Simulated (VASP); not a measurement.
# MnO (P6_3mc) in VASP: notebook, part 2 of 2

VASP 6.6.1. The steps go on from the part before.

**3. Single point, PBE, collinear spin, ferromagnetic start**

This run uses another cell than the first one, of 13.26 Å³/atom.

Input file INCAR:

```
SYSTEM = MnO
  PREC = Accurate
  ENCUT = 520
  EDIFF = 1E-6
  ISMEAR = -1
  SIGMA = 0.05
  LREAL = .False.
  LASPH = .True.
  NELM = 150
  ALGO = Normal
  ISIF = 2
  LWAVE = .False.
  LCHARG = .False.
  ISPIN = 2
  MAGMOM = 4 4 0 0
  LORBIT = 11
  LMAXMIX = 4
  GGA = PE
  NBANDS = 31
```

Input file KPOINTS:

```
regular mesh
0
Gamma
  14 14 8
  0 0 0
```

Input file POSCAR:

```
MnO
1.0
    3.3717009293      0.0000000000      0.0000000000
   -1.6858504646      2.9199786587      0.0000000000
    0.0000000000      0.0000000000      5.3855000000
Mn O
2 2
Direct
    0.3333333333      0.6666666667      0.0109600000
    0.6666666667      0.3333333333      0.5109600000
    0.3333333333      0.6666666667      0.3754700000
    0.6666666667      0.3333333333      0.8754700000
```

Potentials or basis: VASP PAW PBE potentials, release 64 (Mn_pv, O).

Launch:

```bash
$ cat potpaw_PBE.64/Mn_pv/POTCAR potpaw_PBE.64/O/POTCAR > POTCAR
$ mpirun -np 1 vasp_std > vasp.out
```

OUTCAR:

```text
SYSTEM = MnO
   PREC = Accurate
   ENCUT = 520
   EDIFF = 1E-6
   ISMEAR = -1
   LREAL = .False.
   LASPH = .True.
   NELM = 150
   ISIF = 2
   ISPIN = 2
   LORBIT = 11
   GGA = PE

 ion  position               nearest neighbor table
   1  0.333  0.667  0.011-   3 1.96   4 2.08   4 2.08   4 2.08
   2  0.667  0.333  0.511-   4 1.96   3 2.08   3 2.08   3 2.08
   3  0.333  0.667  0.375-   1 1.96   2 2.08   2 2.08   2 2.08
   4  0.667  0.333  0.875-   2 1.96   1 2.08   1 2.08   1 2.08

  LATTYP: Found a hexagonal cell.
 ALAT       =     3.3717009293
 C/A-ratio  =     1.5972650342

  Lattice vectors:

 A1 = (   3.3717009293,   0.0000000000,   0.0000000000)
 A2 = (  -1.6858504646,   2.9199786587,   0.0000000000)
 A3 = (   0.0000000000,   0.0000000000,   5.3855000000)

Analysis of symmetry for initial positions (statically):
=====================================================================
 Subroutine PRICEL returns:
 Original cell was already a primitive cell.

 Routine SETGRP: Setting up the symmetry group for a
 hexagonal supercell.

 Subroutine GETGRP returns: Found 12 space group operations
 (whereof  6 operations were pure point group operations)
 out of a pool of 24 trial point group operations.

The static configuration has the point symmetry C_3v.
 The point group associated with its full space group is C_6v.

Analysis of symmetry for dynamics (positions and initial velocities):
=====================================================================
 Subroutine PRICEL returns:
 Original cell was already a primitive cell.

 Routine SETGRP: Setting up the symmetry group for a
 hexagonal supercell.

 Subroutine GETGRP returns: Found 12 space group operations
 (whereof  6 operations were pure point group operations)
 out of a pool of 24 trial point group operations.

The dynamic configuration has the point symmetry C_3v.
 The point group associated with its full space group is C_6v.

Analysis of structural, dynamic, and magnetic symmetry:
=====================================================================
 Subroutine PRICEL returns:
 Original cell was already a primitive cell.

 Routine SETGRP: Setting up the symmetry group for a
 hexagonal supercell.

 Subroutine GETGRP returns: Found 12 space group operations
 (whereof  6 operations were pure point group operations)
 out of a pool of 24 trial point group operations.

The overall configuration has the point symmetry C_3v.
 The point group associated with its full space group is C_6v.

 Subroutine INISYM returns: Found 12 space group operations
 (whereof  6 operations are pure point group operations),
 and found     1 'primitive' translations

----------------------------------------------------------------------------------------

                                     Primitive cell

  volume of cell :      53.0218

  direct lattice vectors                    reciprocal lattice vectors
     3.371700929  0.000000000  0.000000000     0.296586210  0.171234128  0.000000000
    -1.685850465  2.919978659  0.000000000     0.000000000  0.342468256  0.000000000
     0.000000000  0.000000000  5.385500000     0.000000000  0.000000000  0.185683781

[... 85 lines left out ...]
   ENCUT  =  520.0 eV  38.22 Ry    6.18 a.u.   6.27  6.27 10.01*2*pi/ulx,y,z
   NELM   =    150;   NELMIN=  2; NELMDL= -5     # of ELM steps
   EDIFF  = 0.1E-05   stopping-criterion for ELM
   LREAL  =      F    real-space projection
   EDIFFG = 0.1E-04   stopping-criterion for IOM
   NSW    =      0    number of steps for IOM
   IBRION =     -1    ionic relax: 0-MD 1-quasi-New 2-CG
   NFREE  =      0    steps in history (QN), initial steepest desc. (CG)
   ISIF   =      2    stress and relaxation
   ISYM   =      2    0-nonsym 1-usesym 2-fastsym
   POTIM  = 0.5000    time-step for ionic-motion
   TEBEG  =    0.0;   TEEND  =   0.0 temperature during run
   PSTRESS=    0.0 pullay stress
   NELECT =      38.0000    total number of electrons
   NUPDOWN=      -1.0000    fix difference up-down
   EMIN   =  10.00;   EMAX   =-10.00  energy-range for DOS
   EFERMI =   0.00;   METHOD = LEGACY
   ISMEAR =    -1;   SIGMA  =   0.05  broadening in eV -4-tet -1-fermi 0-gaus
   EFERMI_NEDOS =   21; number of points for ismear=-14 and -15
   IALGO  =     38    algorithm
   IMIX   =      4    mixing-type and parameters
     AMIX     =   0.40;   BMIX     =  1.00
     AMIX_MAG =   1.60;   BMIX_MAG =  1.00
  volume/ion in A,a.u.               =      13.26        89.45
  Fermi-wavevector in a.u.,A,eV,Ry     =   1.465045  2.768535 29.202978  2.146358
  Thomas-Fermi vector in A             =   2.580949
   LORBIT       =     11    0 simple, 1 ext, 2 COOP (PROOUT), +10 PAW based schemes
   GGA     = PE    functional components
   LHFCALC =     F    Hartree Fock is set to
   AEXX    =    0.0000 exact exchange contribution
   IVDW    =     0    specifies the selected vdW correction
   LEPSILON=     F    determine dielectric tensor
   LRPA    =     F    only Hartree local field effects (RPA)
 spin polarized calculation
  energy-cutoff  :      520.00
  volume of cell :       53.02
 maximum number of plane-waves:      1448
 NGX is ok and might be reduce to    28
   NGX = 13   NGY = 13   NGZ = 21

 number of electron      38.0000000 magnetization      10.0139368

 number of electron      38.0000000 magnetization       9.9946603

 Free energy of the ion-electron system (eV)
  ---------------------------------------------------
  ext. energy  EPLUGINS =         0.00000000
  ---------------------------------------------------
  free energy    TOTEN  =       -32.77669398 eV

  energy without entropy =      -32.77404258  energy(sigma->0) =      -32.77536828

 E-fermi :   5.9093     XC(G=0): -10.5832

 val. band max:        5.8853893451   @ k =   0.0000   0.0000   0.0000
 cond. band min:       5.9523246142   @ k =   0.1429   0.0000   0.0000
 fundamental gap:      0.0669352690
 Fermi energy:         5.9092749676

 spin component 1

 k-point     1 :       0.0000    0.0000    0.0000
  band No.  band energies     occupation
      1     -44.7186      1.00000
      2     -44.7186      1.00000
      3     -44.7156      1.00000
      4     -44.7127      1.00000
      5     -44.7127      1.00000
      6     -44.6785      1.00000
[... 805 lines left out ...]
     30      15.4840      0.00000
     31      15.8518      0.00000

 [... further k-points ...]

 spin component 2

 k-point     1 :       0.0000    0.0000    0.0000
  band No.  band energies     occupation
      1     -40.0101      1.00000
      2     -39.9849      1.00000
      3     -39.9849      1.00000
      4     -39.9772      1.00000
      5     -39.9772      1.00000
      6     -39.9598      1.00000
[... 805 lines left out ...]
     30      17.0380      0.00000
     31      17.3317      0.00000

 [... further k-points ...]

------------------------ aborting loop because EDIFF is reached ----------------------------------------

  FORCE on cell =-STRESS in cart. coord.  units (eV):
  Direction    XX          YY          ZZ          XY          YZ          ZX
  --------------------------------------------------------------------------------------
  -------------------------------------------------------------------------------------
  Total        1.2476974      1.2476974      4.0027604      0.0000000      0.0000000      0.0000000
  in kB       37.7020617     37.7020617    120.9526588      0.0000000      0.0000000      0.0000000
  external PRESSURE =      65.4522607 kB  Pullay stress =       0.0000000 kB

 VOLUME and BASIS-vectors are now :
 -----------------------------------------------------------------------------
  energy-cutoff  :      520.00
  volume of cell :       53.02
      direct lattice vectors                 reciprocal lattice vectors
     3.371700929  0.000000000  0.000000000     0.296586210  0.171234128  0.000000000
    -1.685850465  2.919978659  0.000000000     0.000000000  0.342468256  0.000000000
     0.000000000  0.000000000  5.385500000     0.000000000  0.000000000  0.185683781

 POSITION                                       TOTAL-FORCE (eV/Angst)
 -----------------------------------------------------------------------------------
     -0.00000      1.94665      0.05903         0.000000      0.000000     -0.661589
      1.68585      0.97333      2.75178        -0.000000      0.000000     -0.661589
     -0.00000      1.94665      2.02209         0.000000      0.000000      0.661589
      1.68585      0.97333      4.71484        -0.000000      0.000000      0.661589
 -----------------------------------------------------------------------------------
    total drift:                               -0.000000     -0.000000      0.001232

  FREE ENERGIE OF THE ION-ELECTRON SYSTEM (eV)
  ---------------------------------------------------
  free  energy   TOTEN  =       -32.7766939771 eV

  energy  without entropy=      -32.7740425845  energy(sigma->0) =      -32.77536828

 total charge

# of ion       s       p       d       tot
------------------------------------------
    1        0.241   6.230   4.957  11.428
    2        0.241   6.230   4.957  11.428
    3        1.555   3.463   0.000   5.018
    4        1.555   3.463   0.000   5.018
--------------------------------------------------
tot          3.593  19.386   9.914  32.893

 magnetization (x)

# of ion       s       p       d       tot
------------------------------------------
    1        0.038   0.063   4.312   4.413
    2        0.038   0.063   4.312   4.413
    3        0.020   0.185   0.000   0.205
    4        0.020   0.185   0.000   0.205
--------------------------------------------------
tot          0.116   0.496   8.625   9.236
```

OSZICAR:

```text
N       E                     dE             d eps       ncg     rms          rms(c)
DAV:   1     0.449736565703E+03    0.44974E+03   -0.21190E+04 14920   0.145E+03
DAV:   2    -0.109982069577E+01   -0.45084E+03   -0.42089E+03 15377   0.435E+02
DAV:   3    -0.376184732738E+02   -0.36519E+02   -0.35709E+02 16931   0.133E+02
DAV:   4    -0.381829022539E+02   -0.56443E+00   -0.56378E+00 15818   0.176E+01
DAV:   5    -0.381889593646E+02   -0.60571E-02   -0.60569E-02 16987   0.190E+00    0.225E+01
DAV:   6    -0.335279456293E+02    0.46610E+01   -0.29085E+01 18116   0.501E+01    0.207E+01
DAV:   7    -0.327741576796E+02    0.75379E+00   -0.38755E+00 15042   0.259E+01    0.129E+01
DAV:   8    -0.328002632145E+02   -0.26106E-01   -0.54086E-01 16574   0.428E+00    0.746E+00
DAV:   9    -0.327700826157E+02    0.30181E-01   -0.10863E-01 15167   0.300E+00    0.159E+00
DAV:  10    -0.327739692808E+02   -0.38867E-02   -0.23453E-02 15851   0.151E+00    0.652E-01
DAV:  11    -0.327763785217E+02   -0.24092E-02   -0.31850E-03 15818   0.508E-01    0.173E-01
DAV:  12    -0.327766037932E+02   -0.22527E-03   -0.17118E-04 17014   0.132E-01    0.635E-02
DAV:  13    -0.327766513097E+02   -0.47517E-04   -0.43342E-05 16807   0.576E-02    0.607E-02
DAV:  14    -0.327766913392E+02   -0.40029E-04   -0.45208E-05 15496   0.417E-02    0.190E-02
DAV:  15    -0.327766932792E+02   -0.19400E-05   -0.21642E-06 15020   0.128E-02    0.718E-03
DAV:  16    -0.327766939771E+02   -0.69787E-06   -0.84949E-07 11387   0.816E-03
   1 F= -.32776694E+02 E0= -.32775368E+02  d E =-.265139E-02  mag=     9.9950
```

stdout:

```text
POSCAR found type information on POSCAR MnO
 POSCAR found :  2 types and       4 ions
 scaLAPACK will be used
 LDA part: xc-table for (Slater+PW92), standard interpolation
 POSCAR, INCAR and KPOINTS ok, starting setup
 FFT: planning ... GRIDC
 FFT: planning ... GRID_SOFT
 FFT: planning ... GRID
 WAVECAR not read
 entering main loop
```

Wall time 3.6 min (1 thread of Intel Xeon Platinum 8488C (Sapphire Rapids), shared host); peak memory 0.39 GiB.

Results:

| Quantity | Value |
| --- | --- |
| Free energy | -32.7767 eV |
| Pressure | 6.5 GPa |
| Largest force | 0.662 eV/Å |
| Band gap on the k mesh | zero (filled and empty bands overlap) |
| Net moment | 9.99 μB per cell |
| Site moments | Mn +4.41; O +0.20 μB |
| Valence electrons inside the program's atomic spheres | Mn 11.43; O 5.02 |

Forces on the atoms (eV/Å):
```
Mn   0.000  0.000 -0.662
Mn   0.000  0.000 -0.662
O    0.000  0.000  0.662
O    0.000  0.000  0.662
```

Caveat: the stress differs along the axes, from 4 to 12 GPa; semilocal functionals often make such compounds metallic where correlation or magnetic order opens a gap, which also shifts bond lengths; the run started ferromagnetic, and an antiferromagnetic order may lie lower in energy.

The gap in the log of VASP goes by the Fermi energy; the results here count the filled bands.